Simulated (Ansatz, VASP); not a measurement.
**Two plane-wave programs on AlNiC4N4**

```
Al Ni C N
1.0
     5.66468    0.00000    0.00000
     0.00000    5.66468    0.00000
     0.00000    0.00000    5.66468
Al Ni C N
1 1 4 4
Direct
  0.50000 0.50000 0.50000
  0.00000 0.00000 0.00000
  0.19205 0.19205 0.19205
  0.19205 0.80795 0.80795
  0.80795 0.19205 0.80795
  0.80795 0.80795 0.19205
  0.31208 0.31208 0.31208
  0.31208 0.68792 0.68792
  0.68792 0.31208 0.68792
  0.68792 0.68792 0.31208
```

Alike in both runs: functional PBE; k mesh 4 × 4 × 4; occupations gaussian, width 0.1 eV; collinear spin.

Ansatz relaxed the structure, and its values are those at the end. VASP's run is a single point on that final structure, the one shown.

|  | VASP | Ansatz |
| --- | --- | --- |
| version | VASP 6.6.1 | Ansatz 0.2.0 |
| potentials or method | VASP PAW PBE potentials, release 64 (Al, Ni_sv_GW, C, N), cutoff 700 eV | scalar-relativistic, plane waves, PAW |
| valence electrons in the cell | 57 | 57 |

```tsv
	VASP	Ansatz	Ansatz less VASP
gap on the k mesh at the Fermi level (eV)	none	none	-
pressure (GPa)	-0.1	-0.3	-0.21
rms of the force components (eV/Å)	0.184	0.016	-0.1685
net moment per atom (μB)	0.10	0.10	0.000
size of the moment on the site where the two differ most (μB)	0.75	0.69	-0.059
```

Site moments also hang on the region over which each program counts them. A gap of «none» marks a metal or a gap that the smearing closes. One of these differences is far larger than is usual between the two programs; its cause wasn't traced. The functional is the same, so the differences come from potentials, cutoffs and numerics.

Noted on VASP's run: the standard files for N, O and F lose accuracy on very short bonds.
